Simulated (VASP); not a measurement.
**W: single point with LDA**

The system is W.

```
W
1.0
     0.00000    2.09142    1.79213
     2.09142    0.00000    1.79213
     2.09142    2.09142    0.00000
W
1
Direct
  0.00000 0.00000 0.00000
```

```yaml
Program: VASP 6.6.1
Task: single point
Functional: LDA
Potentials_or_basis: VASP PAW LDA potentials, release 64 (W_sv)
Cutoff: 520 eV
k_mesh: 22 × 22 × 22
Occupations: gaussian, width 0.15 eV
Spin: no spin polarisation
```

* Pressure: 0.3 GPa
* Band gap on the k mesh: zero (bands 7 and 8 overlap by 5.81 eV)

Stress tensor (GPa, compression positive):
```
 11.08   0.00   0.00
  0.00  11.08   0.00
  0.00   0.00 -21.12
```

Levels at points of the mesh, in eV from the Fermi level:
```
           k point  band 4  band 5  band 6  band 7  band 8  band 9  band 10  band 11
(0.00, 0.00, 0.00)  -37.38   -9.51   -1.50   -1.50    0.45    0.66     3.17    12.95
(0.50, 0.00, 0.00)  -37.44   -6.22   -2.44    0.12    0.63    4.01     5.70    10.82
(0.50, 0.50, 0.00)  -38.12   -6.09   -5.51    4.89    5.33    5.66     5.66    10.31
(0.50, 0.00, 0.50)  -37.61   -6.22   -4.82    2.08    4.24    4.49     6.47    11.49
```

Wall time 120 s on 1 thread of AMD EPYC 7R13 Processor (Zen 3) (shared host), peak memory 0.23 GiB.

Caveat: spin-orbit coupling is left out, which moves the levels of the heavy elements.
